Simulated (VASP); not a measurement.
Runs of VASP 6.6.1 on AlN. The structure is that of space group Fm-3m (No. 225), or close to it. The cells are those of the table. 

```tsv
level	cell	smearing	gap on the mesh (eV)	pressure (GPa)
r2SCAN	a = 2.855, b = 2.892, c = 2.892 Å, angles 59.2, 60.4, 60.4°, 2 atoms	gaussian 0.01 eV	5.09	-7.1
r2SCAN	a = 2.855, b = 2.855, c = 2.822 Å, angles 60.4, 60.4, 60.8°, 2 atoms	gaussian 0.01 eV	5.13	(b)
r2SCAN	a = 2.836, b = 2.836, c = 2.855 Å, angles 59.8, 59.8, 60.4°, 2 atoms	gaussian 0.01 eV	5.55	3.1
PBE	a = 2.855, b = 2.855, c = 2.822 Å, angles 60.4, 60.4, 60.8°, 2 atoms	fermi-dirac 0.02 eV	4.31	(c)
PBE	a = 2.855, b = 2.892, c = 2.892 Å, angles 59.2, 60.4, 60.4°, 2 atoms	fermi-dirac 0.02 eV	(d)	-0.2
PBE	a = 2.836, b = 2.836, c = 2.855 Å, angles 59.8, 59.8, 60.4°, 2 atoms	fermi-dirac 0.02 eV	4.66	(a)
```

Alike in all rows: task single point; potentials or basis VASP PAW PBE potentials, release 64 (Al, N); no spin polarisation; k mesh 10 × 10 × 10; cutoff (eV) 520.

Task: Fill in the values left out.

Result: (a) 10.0; (b) -0.7; (c) 6.2; (d) 4.22.

Caveats: the PAW data sets were made with another functional, which shifts forces and pressure a little (some runs).

A k mesh can miss the band edges.
